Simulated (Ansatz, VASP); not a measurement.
**One calculation of SnSe2, two programs**

Contents of INCAR:

```
SYSTEM = SnSe2
PREC = Accurate ; ENCUT = 600
EDIFF = 1E-6 ; ISMEAR = 0
SIGMA = 0.02 ; LREAL = .False.
LASPH = .True. ; NELM = 100
ALGO = Normal ; ISIF = 3
LWAVE = .False. ; LCHARG = .False.
GGA = PE ; IVDW = 12
IBRION = 2 ; NSW = 100
EDIFFG = -0.005
```

File KPOINTS:

```
regular mesh
0
Gamma
  12 12 6
  0 0 0
```

The input POSCAR:

```
SnSe2
1.0
    3.8390485975      0.0000000000      0.0000000000
   -1.9195242987      3.3247136118      0.0000000000
    0.0000000000      0.0000000000      6.0116310679
Sn Se
1 2
Direct
    0.0000000000      0.0000000000      0.0000000000
    0.3333333333      0.6666666667      0.2651529978
    0.6666666667      0.3333333333      0.7348470022
```

Input for Ansatz:

```yaml
crystal:
  lattice:
    - [3.8390485953, 0.0, 0.0]
    - [-1.9195242977, 3.3247136098, 0.0]
    - [0.0, 0.0, 6.0116311052]
  atoms:
    - { symbol: Sn, position: [0.0, 0.0, 0.0] }
    - { symbol: Se, position: [0.3333333333, 0.6666666667, 0.2651529963] }
    - { symbol: Se, position: [0.6666666667, 0.3333333333, 0.7348470037] }
basis:
  ecutwfc: 420
kpoints:
  mp_grid: { grid: [12, 12, 6] }
hamiltonian:
  xc: pbe
  dispersion: d3bj
scf:
  occupations: { method: gaussian, width: 0.02 }
output:
  forces: true
  stress: true
  eigenvalues: true
  write_density: true
  write_potential: true
  elf: true
  volumetric_format: npy
relax:
  adjacent_minimum: "off"
  f_tol: 0.005
  max_steps: 80
  cell: { stress_tol: 0.05 }
```

Alike in both runs: task relaxation of cell and atoms; functional PBE; dispersion D3(BJ); k mesh 12 × 12 × 6; occupations gaussian, width 0.02 eV; no spin polarisation.

|  | VASP | Ansatz |
| --- | --- | --- |
| version | VASP 6.6.1 | Ansatz 0.2.0 |
| potentials or method | VASP PAW PBE potentials, release 64 (Sn_d, Se), cutoff 600 eV | scalar-relativistic, plane waves, PAW |
| valence electrons in the cell | 26 | 46 |

```tsv
	VASP	Ansatz	Ansatz less VASP
gap on the k mesh at the Fermi level, each at its own relaxed structure (eV)	0.34	0.35	+0.007
relaxed volume (Å³/atom)	25.60	25.58	-0.027
relaxed cell length with the largest relative difference (Å)	3.840	3.839	-0.0014
```

VASP's potentials hold 26 valence electrons a cell and Ansatz's 46, so a difference there can come from the potentials and not from the codes.
